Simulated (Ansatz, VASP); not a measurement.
One calculation of Ge, two programs

INCAR

```
SYSTEM = Ge
  ALGO = Normal
  EDIFF = 1E-6
  ENCUT = 520
  GGA = CA
  ISIF = 2
  ISMEAR = 0
  LASPH = .TRUE.
  LCHARG = .TRUE.
  LELF = .TRUE.
  LREAL = .FALSE.
  LVHAR = .TRUE.
  LWAVE = .FALSE.
  NBANDS = 36
  NELM = 100
  PREC = Accurate
  SIGMA = 0.05
```

KPOINTS

```
k-points
0
G
  12 12 6
  0 0 0
```

Contents of POSCAR:

```
Ge
1.0
    3.9975858431      0.0000000000      0.0000000000
   -1.9987929216      3.4620108940      0.0000000000
    0.0000000000      0.0000000000      6.5993779500
Ge
4
Direct
    0.6666666700      0.3333333300      0.0629012500
    0.3333333300      0.6666666700      0.5629012500
    0.6666666700      0.3333333300      0.4370987500
    0.3333333300      0.6666666700      0.9370987500
```

Input for Ansatz:

```yaml
crystal:
  lattice:
    - [3.9975858431, 0.0, 0.0]
    - [-1.9987929216, 3.462010894, 0.0]
    - [0.0, 0.0, 6.59937795]
  atoms:
    - { symbol: Ge, position: [0.66666667, 0.33333333, 0.06290125] }
    - { symbol: Ge, position: [0.33333333, 0.66666667, 0.56290125] }
    - { symbol: Ge, position: [0.66666667, 0.33333333, 0.43709875] }
    - { symbol: Ge, position: [0.33333333, 0.66666667, 0.93709875] }
basis:
  ecutwfc: 500
  fft_grid_basis: typed
kpoints:
  mp_grid: { grid: [12, 12, 6] }
hamiltonian:
  xc: lda
  pseudopotentials: { kind: paw }
scf:
  occupations: { method: gaussian, width: 0.05 }
output:
  forces: true
  stress: true
  eigenvalues: true
  bader: true
  write_density: true
  volumetric_format: npy
  elf: true
```

Alike in both runs: task single point; functional LDA; k mesh 12 × 12 × 6; occupations gaussian, width 0.05 eV; no spin polarisation.

|  | VASP | Ansatz |
| --- | --- | --- |
| version | VASP 6.6.1 | Ansatz 0.2.0 |
| potentials or method | VASP PAW LDA potentials, release 64 (Ge_d), cutoff 520 eV | scalar-relativistic, plane waves, PAW |
| valence electrons in the cell | 56 | 56 |

VASP gave:

```
gap on the k mesh at the Fermi level (eV)                     : none
pressure (GPa)                                                : -1.8
traceless stress, the component that is largest in VASP (GPa) : -0.05
rms of the force components (eV/Å)                            : 0.004
```

**Question.** What did Ansatz give for the same quantities?

**Answer.** gap on the k mesh at the Fermi level (eV): none; pressure (GPa): -2.0; traceless stress, the component that is largest in VASP (GPa): -0.05; rms of the force components (eV/Å): 0.005.

LDA's correlation is that of Perdew and Zunger in VASP and of Perdew and Wang (1992) in Ansatz. Atom by atom the forces differ by 0.001 eV/Å (rms over components). A gap of «none» marks a metal or a gap that the smearing closes.
